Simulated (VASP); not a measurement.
Wanted: the native input for a VASP 6.6.1 run.

```yaml
Task: electric field gradients
Functional: PBEsol
Potentials_or_basis: VASP PAW PBE potentials, release 64 (Sn_d)
Cutoff: 520 eV
k_mesh: 8 × 8 × 8
Occupations: fermi-dirac, width 0.05 eV
Spin: no spin polarisation
Dipole_correction: no
Further_INCAR_settings: ALGO = Normal; EDIFF = 1e-08; NBANDS = 21
```

The structure of Sn lies in POSCAR:

```
Sn
1.0
    0.0000000000      3.2710663102      3.2710663102
    3.2710663102      0.0000000000      3.2710663102
    3.2710663102      3.2710663102      0.0000000000
Sn
2
Direct
   -0.2150000000     -0.0950000000     -0.0950000000
    0.2150000000      0.0950000000      0.0950000000
```

This cell differs from its parent crystal: shortest bond scaled by 0.76.

These files were run (other wordings do the same):

INCAR

```
SYSTEM = Sn
PREC = Accurate
ENCUT = 520
EDIFF = 1E-8
ISMEAR = -1
SIGMA = 0.05
LREAL = .FALSE.
LASPH = .TRUE.
NELM = 80
ALGO = Normal
ISIF = 2
LWAVE = .FALSE.
LCHARG = .FALSE.
GGA = PS
LEFG = .TRUE.
NBANDS = 21
```

KPOINTS

```
Automatic mesh
0
G
  8 8 8
  0 0 0
```

Potentials or basis: VASP PAW PBE potentials, release 64 (Sn_d).

Command:

```console
$ cat potpaw_PBE.64/Sn_d/POTCAR > POTCAR
$ mpirun -np 1 vasp_std > vasp.out
```

Results of the run:

The pressure is 15.5 GPa and the largest force is 13.604 eV/Å. The band gap on the k mesh is zero (bands 14 and 15 overlap by 1.22 eV) and the largest electric field gradient by atom is Sn -257.4 V/Å².

Caveat: the cell differs from its parent crystal (shortest bond scaled by 0.76); the cell stands under pressure; without QUAD_EFG the Cq values of the log hold for a quadrupole moment of 1 mb, not for the nuclei; the PAW data sets were made with another functional, which shifts forces and pressure a little; spin-orbit coupling is left out, which moves the levels of the heavy elements.

Run time: 94 s on 1 thread of Intel Xeon 8259CL, on a shared host, peak memory 0.24 GiB.
